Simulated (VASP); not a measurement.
# In3GaAs4 in VASP: notebook

The runs below take In3GaAs4 through single point, with PBE.

Everything below comes from runs of VASP 6.6.1. Logs are shortened: lines on timing, memory, paths and dates and some standing lists are left out, and cuts for length are marked.

## (1) The cell of the first run

The structure is cubic, space group P-43m (No. 215). Conventional cell: a = 5.824 Å, b = 5.824 Å, c = 5.824 Å, α = 90.00°, β = 90.00°, γ = 90.00°. Within 3.4 Å of In (site symmetry -42m) lie 4 As at 2.56 Å. Ga (site symmetry -43m) has 4 As at 2.41 Å within 3.2 Å. Within 3.2 Å of As (site symmetry 3m) lie 1 Ga at 2.41 Å and 3 In at 2.56 Å.

## (2) Single point, PBE (24.69 Å³/atom)

File INCAR:

```
SYSTEM = In3GaAs4
PREC = Accurate
ENCUT = 520
EDIFF = 1E-6
ISMEAR = 0
SIGMA = 0.1
LREAL = .FALSE.
LASPH = .TRUE.
NELM = 60
ALGO = Normal
ISIF = 2
LWAVE = .FALSE.
LCHARG = .FALSE.
GGA = PE
NBANDS = 46
```

File KPOINTS:

```
Automatic mesh
0
G
  6 6 6
  0 0 0
```

File POSCAR:

```
In3GaAs4
1.0
    5.8238396472      0.0000000000      0.0000000000
    0.0000000000      5.8238396472      0.0000000000
    0.0000000000      0.0000000000      5.8238396472
In Ga As
3 1 4
Direct
    0.5000000000      0.0000000000      0.0000000000
    0.0000000000      0.0000000000      0.5000000000
    0.0000000000      0.5000000000      0.0000000000
    0.5000000000      0.5000000000      0.5000000000
    0.2609286245      0.7390713755      0.2609286245
    0.2609286245      0.2609286245      0.7390713755
    0.7390713755      0.7390713755      0.7390713755
    0.7390713755      0.2609286245      0.2609286245
```

Potentials or basis: VASP PAW PBE potentials, release 64 (In_d, Ga_d, As).

On the command line:

```sh
$ cat potpaw_PBE.64/In_d/POTCAR potpaw_PBE.64/Ga_d/POTCAR potpaw_PBE.64/As/POTCAR > POTCAR
$ mpirun -np 1 vasp_std > vasp.out
```

OUTCAR:

```text
SYSTEM = In3GaAs4
   PREC = Accurate
   ENCUT = 520
   EDIFF = 1E-6
   ISMEAR = 0
   LREAL = .FALSE.
   LASPH = .TRUE.
   NELM = 60
   ISIF = 2
   GGA = PE

 ion  position               nearest neighbor table
   1  0.500  0.000  0.000-   5 2.56   6 2.56   7 2.56   8 2.56
   2  0.000  0.000  0.500-   5 2.56   6 2.56   7 2.56   8 2.56
   3  0.000  0.500  0.000-   5 2.56   6 2.56   7 2.56   8 2.56
   4  0.500  0.500  0.500-   5 2.41   6 2.41   7 2.41   8 2.41
   5  0.261  0.739  0.261-   4 2.41   2 2.56   3 2.56   1 2.56
   6  0.261  0.261  0.739-   4 2.41   2 2.56   3 2.56   1 2.56
   7  0.739  0.739  0.739-   4 2.41   2 2.56   3 2.56   1 2.56
   8  0.739  0.261  0.261-   4 2.41   2 2.56   3 2.56   1 2.56

  LATTYP: Found a simple cubic cell.
 ALAT       =     5.8238396472

  Lattice vectors:

 A1 = (   5.8238396472,   0.0000000000,   0.0000000000)
 A2 = (   0.0000000000,   5.8238396472,   0.0000000000)
 A3 = (   0.0000000000,   0.0000000000,   5.8238396472)

Analysis of symmetry for initial positions (statically):
=====================================================================
 Subroutine PRICEL returns:
 Original cell was already a primitive cell.

 Routine SETGRP: Setting up the symmetry group for a
 simple cubic supercell.

 Subroutine GETGRP returns: Found 24 space group operations
 (whereof 24 operations were pure point group operations)
 out of a pool of 48 trial point group operations.

The static configuration has the point symmetry T_d .

Analysis of symmetry for dynamics (positions and initial velocities):
=====================================================================
 Subroutine PRICEL returns:
 Original cell was already a primitive cell.

 Routine SETGRP: Setting up the symmetry group for a
 simple cubic supercell.

 Subroutine GETGRP returns: Found 24 space group operations
 (whereof 24 operations were pure point group operations)
 out of a pool of 48 trial point group operations.

The dynamic configuration has the point symmetry T_d .

 Subroutine INISYM returns: Found 24 space group operations
 (whereof 24 operations are pure point group operations),
 and found     1 'primitive' translations

----------------------------------------------------------------------------------------

                                     Primitive cell

  volume of cell :     197.5278

  direct lattice vectors                    reciprocal lattice vectors
     5.823839647  0.000000000  0.000000000     0.171708024  0.000000000  0.000000000
     0.000000000  5.823839647  0.000000000     0.000000000  0.171708024  0.000000000
     0.000000000  0.000000000  5.823839647     0.000000000  0.000000000  0.171708024

  length of vectors
     5.823839647  5.823839647  5.823839647     0.171708024  0.171708024  0.171708024

  position of ions in fractional coordinates (direct lattice)
     0.500000000  0.000000000  0.000000000
     0.000000000  0.000000000  0.500000000
     0.000000000  0.500000000  0.000000000
     0.500000000  0.500000000  0.500000000
     0.260928624  0.739071376  0.260928624
     0.260928624  0.260928624  0.739071376
     0.739071376  0.739071376  0.739071376
     0.739071376  0.260928624  0.260928624

  ion indices of the primitive-cell ions
   primitive index   ion index
                 1           1
                 2           2
                 3           3
                 4           4
                 5           5
                 6           6
                 7           7
                 8           8

----------------------------------------------------------------------------------------

 KPOINTS: Automatic mesh

Automatic generation of k-mesh.
 Grid dimensions read from file:
 generate k-points for:    6    6    6

 Generating k-lattice:

  Cartesian coordinates                     Fractional coordinates (reciprocal lattice)
     0.028618004  0.000000000  0.000000000     0.166666667  0.000000000  0.000000000
     0.000000000  0.028618004  0.000000000     0.000000000  0.166666667  0.000000000
     0.000000000  0.000000000  0.028618004     0.000000000  0.000000000  0.166666667

  Length of vectors
     0.028618004  0.028618004  0.028618004

  Shift w.r.t. Gamma in fractional coordinates (k-lattice)
     0.000000000  0.000000000  0.000000000

 Subroutine IBZKPT returns following result:
 ===========================================

 Found     20 irreducible k-points:

 Following reciprocal coordinates:
            Coordinates               Weight
  0.000000  0.000000  0.000000      1.000000
  0.166667  0.000000  0.000000      6.000000
  0.333333  0.000000  0.000000      6.000000
  0.500000  0.000000  0.000000      3.000000
  0.166667  0.166667  0.000000     12.000000
  0.333333  0.166667  0.000000     24.000000
[... 12 lines left out ...]
  0.500000  0.500000  0.333333      6.000000
  0.500000  0.500000  0.500000      1.000000
   k-points           NKPTS =     20   k-points in BZ     NKDIM =     20   number of bands    NBANDS=     46
   number of dos      NEDOS =    301   number of ions     NIONS =      8
   total plane-waves  NPLWV = 110592
   dimension x,y,z NGX =    48 NGY =   48 NGZ =   48
   dimension x,y,z NGXF=    96 NGYF=   96 NGZF=   96
   ions per type =               3   1   4
   NGX,Y,Z   is equivalent  to a cutoff of  13.70, 13.70, 13.70 a.u.
   NGXF,Y,Z  is equivalent  to a cutoff of  27.40, 27.40, 27.40 a.u.
 SYSTEM =  In3GaAs4
   PREC   = accura    normal or accurate (medium, high low for compatibility)
   ISTART =      0    job   : 0-new  1-cont  2-samecut
   ICHARG =      2    charge: 1-file 2-atom 10-const
   ISPIN  =      1    spin polarized calculation?
   LNONCOLLINEAR =      F non collinear calculations
   LSORBIT =      F    spin-orbit coupling
   LASPH  =      T    aspherical Exc in radial PAW
   ENCUT  =  520.0 eV  38.22 Ry    6.18 a.u.  10.83 10.83 10.83*2*pi/ulx,y,z
   NELM   =     60;   NELMIN=  2; NELMDL= -5     # of ELM steps
   EDIFF  = 0.1E-05   stopping-criterion for ELM
   LREAL  =      F    real-space projection
   EDIFFG = 0.1E-04   stopping-criterion for IOM
   NSW    =      0    number of steps for IOM
   IBRION =     -1    ionic relax: 0-MD 1-quasi-New 2-CG
   NFREE  =      0    steps in history (QN), initial steepest desc. (CG)
   ISIF   =      2    stress and relaxation
   ISYM   =      2    0-nonsym 1-usesym 2-fastsym
   POTIM  = 0.5000    time-step for ionic-motion
   TEBEG  =    0.0;   TEEND  =   0.0 temperature during run
   PSTRESS=    0.0 pullay stress
   NELECT =      72.0000    total number of electrons
   NUPDOWN=      -1.0000    fix difference up-down
   EMIN   =  10.00;   EMAX   =-10.00  energy-range for DOS
   EFERMI =   0.00;   METHOD = LEGACY
   ISMEAR =     0;   SIGMA  =   0.10  broadening in eV -4-tet -1-fermi 0-gaus
   EFERMI_NEDOS =   21; number of points for ismear=-14 and -15
   IALGO  =     38    algorithm
   IMIX   =      4    mixing-type and parameters
     AMIX     =   0.40;   BMIX     =  1.00
     AMIX_MAG =   1.60;   BMIX_MAG =  1.00
  volume/ion in A,a.u.               =      24.69       166.62
  Fermi-wavevector in a.u.,A,eV,Ry     =   1.169435  2.209913 18.607046  1.367579
  Thomas-Fermi vector in A             =   2.305908
   LORBIT       =      0    0 simple, 1 ext, 2 COOP (PROOUT), +10 PAW based schemes
   GGA     = PE    functional components
   LHFCALC =     F    Hartree Fock is set to
   AEXX    =    0.0000 exact exchange contribution
   IVDW    =     0    specifies the selected vdW correction
   LEPSILON=     F    determine dielectric tensor
   LRPA    =     F    only Hartree local field effects (RPA)
 non-spin polarized calculation
 Gauss-broadening in eV      SIGMA  =   0.10
  energy-cutoff  :      520.00
  volume of cell :      197.53
 maximum number of plane-waves:      5400
 NGX is ok and might be reduce to    48
   NGX = 21   NGY = 21   NGZ = 21

 number of electron      71.9999979 magnetization

 Free energy of the ion-electron system (eV)
  ---------------------------------------------------
  ext. energy  EPLUGINS =         0.00000000
  ---------------------------------------------------
  free energy    TOTEN  =       -30.65542834 eV

  energy without entropy =      -30.65529307  energy(sigma->0) =      -30.65536071

 E-fermi :   5.2048     XC(G=0):  -9.5016

 val. band max:        5.0484683049   @ k =   0.0000   0.0000   0.0000
 cond. band min:       5.3258752789   @ k =   0.0000   0.0000   0.0000
 fundamental gap:      0.2774069740
 Fermi energy:         5.2047891022

 k-point     1 :       0.0000    0.0000    0.0000
  band No.  band energies     occupation
      1      -9.9349      2.00000
      2      -9.9349      2.00000
      3      -9.9349      2.00000
      4      -9.8204      2.00000
      5      -9.8204      2.00000
      6      -9.6124      2.00000
[... 38 lines left out ...]
     45       8.9858      0.00000
     46       8.9858      0.00000

 k-point     2 :       0.1667    0.0000    0.0000
  band No.  band energies     occupation
      1      -9.9331      2.00000
      2      -9.9331      2.00000
      3      -9.9327      2.00000
      4      -9.8202      2.00000
      5      -9.8200      2.00000
      6      -9.6109      2.00000
[... 38 lines left out ...]
     45       9.4164      0.00000
     46       9.4164      0.00000

 k-point     3 :       0.3333    0.0000    0.0000
  band No.  band energies     occupation
      1      -9.9295      2.00000
      2      -9.9295      2.00000
      3      -9.9283      2.00000
      4      -9.8199      2.00000
      5      -9.8193      2.00000
      6      -9.6071      2.00000
[... 822 lines left out ...]
     45       9.7459      0.00000
     46       9.9988      0.00000

 k-point    20 :       0.5000    0.5000    0.5000
  band No.  band energies     occupation
      1      -9.9256      2.00000
      2      -9.9256      2.00000
      3      -9.9256      2.00000
      4      -9.8198      2.00000
      5      -9.8198      2.00000
      6      -9.6627      2.00000
[... 38 lines left out ...]
     45       9.6604      0.00000
     46      10.0308      0.00000

------------------------ aborting loop because EDIFF is reached ----------------------------------------

  FORCE on cell =-STRESS in cart. coord.  units (eV):
  Direction    XX          YY          ZZ          XY          YZ          ZX
  --------------------------------------------------------------------------------------
  -------------------------------------------------------------------------------------
  Total       10.9625088     10.9625088     10.9625088      0.0000000     -0.0000000      0.0000000
  in kB       88.9185378     88.9185378     88.9185378      0.0000000     -0.0000000      0.0000000
  external PRESSURE =      88.9185378 kB  Pullay stress =       0.0000000 kB

 VOLUME and BASIS-vectors are now :
 -----------------------------------------------------------------------------
  energy-cutoff  :      520.00
  volume of cell :      197.53
      direct lattice vectors                 reciprocal lattice vectors
     5.823839647  0.000000000  0.000000000     0.171708024  0.000000000  0.000000000
     0.000000000  5.823839647  0.000000000     0.000000000  0.171708024  0.000000000
     0.000000000  0.000000000  5.823839647     0.000000000  0.000000000  0.171708024

 POSITION                                       TOTAL-FORCE (eV/Angst)
 -----------------------------------------------------------------------------------
      2.91192      0.00000      0.00000         0.000000      0.000000      0.000000
      0.00000      0.00000      2.91192         0.000000      0.000000      0.000000
      0.00000      2.91192      0.00000        -0.000000      0.000000      0.000000
      2.91192      2.91192      2.91192        -0.000000     -0.000000      0.000000
      1.51961      4.30423      1.51961        -0.005755      0.005755     -0.005755
      1.51961      1.51961      4.30423        -0.005755     -0.005755      0.005755
      4.30423      4.30423      4.30423         0.005755      0.005755      0.005755
      4.30423      1.51961      1.51961         0.005755     -0.005755     -0.005755
 -----------------------------------------------------------------------------------
    total drift:                               -0.000000     -0.000000      0.000000

  FREE ENERGIE OF THE ION-ELECTRON SYSTEM (eV)
  ---------------------------------------------------
  free  energy   TOTEN  =       -30.6554283435 eV

  energy  without entropy=      -30.6552930700  energy(sigma->0) =      -30.65536071
```

Wall time 5.9 min (1 thread of Intel Xeon 8259CL, shared host); peak memory 0.43 GiB.

Results:

| Item | Value |
| --- | --- |
| Free energy | -30.6554 eV |
| Pressure | 8.9 GPa |
| Largest force | 0.010 eV/Å |
| Band gap on the k mesh | 0.28 eV |

Forces in eV/Å, atoms in the order of the input:
```
In   0.000  0.000  0.000
In   0.000  0.000  0.000
In   0.000  0.000  0.000
Ga   0.000  0.000  0.000
As  -0.006  0.006 -0.006
As  -0.006 -0.006  0.006
As   0.006  0.006  0.006
As   0.006 -0.006 -0.006
```

Levels at points of the mesh, in eV from the valence-band top:
```tsv
k point	band 33	band 34	band 35	band 36	band 37	band 38	band 39	band 40
(0.00, 0.00, 0.00)	-2.50	0.00	0.00	0.00	0.28	1.47	1.47	1.47
(0.50, 0.00, 0.00)	-1.76	-1.76	-1.41	-1.41	2.10	2.17	2.91	3.26
(0.50, 0.50, 0.00)	-1.32	-1.32	-1.19	-0.82	2.48	2.49	3.08	3.08
(0.50, 0.50, 0.50)	-0.98	-0.98	-0.86	-0.86	0.72	1.24	1.24	1.24
```

Caveat: the cell stands under pressure; semilocal functionals underestimate gaps, and a narrow one can read as zero; spin-orbit coupling is left out, which moves the levels of the heavy elements. A k mesh can miss the band edges.

(Part 1 of 2 ends here.)

The gap in the log of VASP goes by the Fermi energy; the results here count the filled bands.